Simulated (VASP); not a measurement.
# GaP (R-3m) in VASP: further runs, part 2 of 2

VASP 6.6.1. The steps go on from the part before.

## (4) Single point, PBE (21.87 Å³/atom)

This run uses another cell than the first one, of 21.87 Å³/atom.

Input file INCAR:

```
SYSTEM = GaP
  PREC = Accurate
  ENCUT = 520
  EDIFF = 1E-6
  ISMEAR = -1
  SIGMA = 0.05
  LREAL = .FALSE.
  LASPH = .TRUE.
  NELM = 80
  ALGO = Normal
  ISIF = 2
  LWAVE = .FALSE.
  LCHARG = .FALSE.
  GGA = PE
  NBANDS = 26
```

Input file KPOINTS:

```
Automatic mesh
0
G
  8 8 8
  0 0 0
```

Input file POSCAR:

```
GaP
1.0
    1.9685840968      1.1365625582      6.5154357273
   -1.9685840968      1.1365625582      6.5154357273
    0.0000000000     -2.2731251164      6.5154357273
Ga P
2 2
Direct
    0.5646280000      0.5646280000      0.5646280000
    0.4353720000      0.4353720000      0.4353720000
    0.9426110000      0.9426110000      0.9426110000
    0.0573890000      0.0573890000      0.0573890000
```

Potentials or basis: VASP PAW PBE potentials, release 64 (Ga_d, P).

The run is started by

```bash
$ cat potpaw_PBE.64/Ga_d/POTCAR potpaw_PBE.64/P/POTCAR > POTCAR
$ mpirun -np 1 vasp_std > vasp.out
```

OUTCAR:

```text
SYSTEM = GaP
   PREC = Accurate
   ENCUT = 520
   EDIFF = 1E-6
   ISMEAR = -1
   LREAL = .FALSE.
   LASPH = .TRUE.
   NELM = 80
   ISIF = 2
   GGA = PE

 ion  position               nearest neighbor table
   1  0.565  0.565  0.565-   3 2.43   3 2.43   3 2.43   2 2.53
   2  0.435  0.435  0.435-   4 2.43   4 2.43   4 2.43   1 2.53
   3  0.943  0.943  0.943-   4 2.24   1 2.43   1 2.43   1 2.43
   4  0.057  0.057  0.057-   3 2.24   2 2.43   2 2.43   2 2.43

  LATTYP: Found a trigonal (rhomboedric) cell.
 ALAT       =     6.9005797229
 COS(alpha) =     0.8372328403

[... 885 lines left out ...]
     26      11.1105      0.00000

 [... further k-points ...]
[... 5 lines left out ...]
  --------------------------------------------------------------------------------------
  -------------------------------------------------------------------------------------
  Total       -1.3148640     -1.3148640     -1.5254189      0.0000000      0.0000000      0.0000000
  in kB      -24.0851518    -24.0851518    -27.9420118      0.0000000      0.0000000      0.0000000
  external PRESSURE =     -25.3707718 kB  Pullay stress =       0.0000000 kB

 VOLUME and BASIS-vectors are now :
 -----------------------------------------------------------------------------
  energy-cutoff  :      520.00
  volume of cell :       87.47
      direct lattice vectors                 reciprocal lattice vectors
     1.968584097  1.136562558  6.515435727     0.253989657  0.146640997  0.051160559
    -1.968584097  1.136562558  6.515435727    -0.253989657  0.146640997  0.051160559
     0.000000000 -2.273125116  6.515435727     0.000000000 -0.293281994  0.051160559

 POSITION                                       TOTAL-FORCE (eV/Angst)
 -----------------------------------------------------------------------------------
      0.00000      0.00000     11.03639         0.000000     -0.000000     -0.005858
      0.00000      0.00000      8.50991         0.000000      0.000000      0.005858
      0.00000      0.00000     18.42456         0.000000      0.000000      0.078791
      0.00000      0.00000      1.12174         0.000000      0.000000     -0.078791
 -----------------------------------------------------------------------------------
    total drift:                                0.000000      0.000000      0.000000

  FREE ENERGIE OF THE ION-ELECTRON SYSTEM (eV)
  ---------------------------------------------------
  free  energy   TOTEN  =       -17.7096706105 eV

  energy  without entropy=      -17.7096661714  energy(sigma->0) =      -17.70966839
```

stdout:

```text
POSCAR found type information on POSCAR GaP
 POSCAR found :  2 types and       4 ions
 scaLAPACK will be used
 LDA part: xc-table for (Slater+PW92), standard interpolation
 POSCAR, INCAR and KPOINTS ok, starting setup
 FFT: planning ... GRIDC
 FFT: planning ... GRID_SOFT
 FFT: planning ... GRID
 WAVECAR not read
 entering main loop
```

Wall time 3.2 min (1 thread of Intel Xeon 6975P-C (Granite Rapids), shared host); peak memory 0.45 GiB.

What came out:

```yaml
Free_energy: -17.7097 eV
Pressure: -2.5 GPa
Largest_force: 0.079 eV/Å
Band_gap_on_the_k_mesh: 0.81 eV (least direct gap 1.02 eV)
```

Forces in eV/Å, atoms in the order of the input:
```
Ga   0.000  0.000 -0.006
Ga   0.000  0.000  0.006
P    0.000  0.000  0.079
P    0.000  0.000 -0.079
```

## (5) Single point, PBE (22.29 Å³/atom)

This run uses another cell than the first one, of 22.29 Å³/atom.

Input file INCAR:

```
SYSTEM = GaP
ALGO = Normal ; EDIFF = 1E-6
ENCUT = 520 ; GGA = PE
ISIF = 2 ; ISMEAR = -1
LASPH = .TRUE. ; LCHARG = .TRUE.
LELF = .TRUE. ; LREAL = .FALSE.
LVHAR = .TRUE. ; LWAVE = .FALSE.
NBANDS = 26 ; NELM = 60
PREC = Accurate ; SIGMA = 0.05
```

Input file KPOINTS:

```
k-points
0
G
  8 8 8
  0 0 0
```

Input file POSCAR:

```
GaP
1.0
    1.9811231871      1.1438020054      6.5569364368
   -1.9811231871      1.1438020054      6.5569364368
    0.0000000000     -2.2876040107      6.5569364368
Ga P
2 2
Direct
    0.5646280000      0.5646280000      0.5646280000
    0.4353720000      0.4353720000      0.4353720000
    0.9426110000      0.9426110000      0.9426110000
    0.0573890000      0.0573890000      0.0573890000
```

The run is started by

```bash
$ cat potpaw_PBE.64/Ga_d/POTCAR potpaw_PBE.64/P/POTCAR > POTCAR
$ mpirun -np 1 vasp_std > vasp.out
```

Run time: 3.3 min. Hardware: 1 thread of Intel Xeon 6975P-C (Granite Rapids), shared host; peak memory 0.46 GiB.

The run converged. Its results:

```
Free energy            : -17.6775 eV
Pressure               : -3.6 GPa
Largest force          : 0.120 eV/Å
Band gap on the k mesh : 0.79 eV (least direct gap 0.96 eV)
```

Forces on the atoms (eV/Å):
```
Ga   0.000  0.000  0.017
Ga   0.000  0.000 -0.017
P    0.000  0.000  0.120
P    0.000  0.000 -0.120
```

Stress tensor (GPa, compression positive):
```
-3.41  0.00  0.00
 0.00 -3.41  0.00
 0.00  0.00 -4.01
```

Levels at points of the mesh, in eV from the valence-band top:
```csv
k point,band 15,band 16,band 17,band 18,band 19,band 20,band 21,band 22
"(0.00, 0.00, 0.00)",-1.68,-0.30,0.00,0.00,1.02,1.08,2.71,3.65
"(0.50, 0.00, 0.00)",-4.19,-2.64,-2.48,-1.60,1.65,2.74,3.46,4.44
"(0.50, 0.50, 0.00)",-3.57,-2.88,-1.12,-0.44,0.79,1.47,1.62,4.01
"(0.50, 0.50, 0.50)",-1.60,-1.60,-0.22,-0.22,0.97,2.18,3.85,3.85
```

Caveat: the cell stands under tension; semilocal functionals underestimate gaps, and a narrow one can read as zero. A k mesh can miss the band edges.

## (6) Overview

```csv
cell,gap on the mesh (eV),pressure (GPa),largest force (eV/Å)
"a = 6.811 Å, angles 33.2°, 4 atoms",0.84,0.0,0.05
"a = 6.856 Å, angles 33.2°, 4 atoms",0.83,-1.3,0.03
"a = 6.901 Å, angles 33.2°, 4 atoms",0.81,-2.5,0.08
"a = 6.945 Å, angles 33.2°, 4 atoms",0.79,-3.6,0.12
```

Alike in all rows: task single point; level PBE; potentials or basis VASP PAW PBE potentials, release 64 (Ga_d, P); no spin polarisation; k mesh 8 × 8 × 8; cutoff (eV) 520; smearing fermi-dirac 0.05 eV.

Caveats: the cell stands under tension (at least some runs); semilocal functionals underestimate gaps, and a narrow one can read as zero (at least some runs).

Total energies depend on the potentials used, so only differences within one code and one set of settings carry meaning.
